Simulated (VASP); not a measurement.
Ni: single point with revPBE

Crystal: Ni.

```
CELL_PARAMETERS angstrom
2.43684 0.00000 0.00000
-1.21842 2.11036 0.00000
0.00000 0.00000 7.97608
ATOMIC_POSITIONS crystal
Ni 0.00000 0.00000 0.00000
Ni 0.00000 0.00000 0.50000
Ni 0.33333 0.66667 0.25000
Ni 0.66667 0.33333 0.75000
```

This isn't the form of Ni at room conditions, which is fcc.

```json
{"Program": "VASP 6.6.1", "Task": "single point", "Functional": "revPBE", "Potentials or basis": "VASP PAW PBE potentials, release 64 (Ni)", "Cutoff": "520 eV", "k mesh": "16 × 16 × 5", "Occupations": "fermi-dirac, width 0.05 eV", "Spin": "collinear spin, ferromagnetic start", "Starting moments": "[-0.696, -0.696, -0.705, -0.705] μB"}
```

```yaml
Pressure: 18.2 GPa
Net_moment: -2.38 μB per cell
Site_moments: Ni -0.59, -0.61 (each value once) μB
Valence_electrons_inside_the_program's_atomic_spheres: Ni 9.42
```

Stress tensor (GPa, compression positive):
```
17.98  0.00  0.00
 0.00 17.98  0.00
 0.00  0.00 18.70
```

Levels at points of the mesh, in eV from the Fermi level:
Spin up:
| k point | band 17 | band 18 | band 19 | band 20 | band 21 | band 22 |
| --- | --- | --- | --- | --- | --- | --- |
| (0.00, 0.00, 0.00) | -0.95 | -0.60 | -0.60 | -0.51 | -0.32 | -0.32 |
| (0.50, 0.00, 0.00) | 0.22 | 0.22 | 0.30 | 0.32 | 0.36 | 1.29 |
Spin down:
```csv
k point,band 18,band 19,band 20,band 21,band 22,band 23,band 24,band 25
"(0.00, 0.00, 0.00)",-1.24,-1.24,-0.99,-0.99,-0.63,-0.63,-0.43,6.09
"(0.50, 0.00, 0.00)",-0.48,-0.48,-0.46,0.15,1.30,2.43,3.02,6.94
```

It took 110 s on 1 thread of Intel(R) Xeon(R) 6975P-C (Granite Rapids), with other jobs on the host, peak memory 0.27 GiB.

Caveat: the cell stands under pressure; the PAW data sets were made with another functional, which shifts forces and pressure a little.
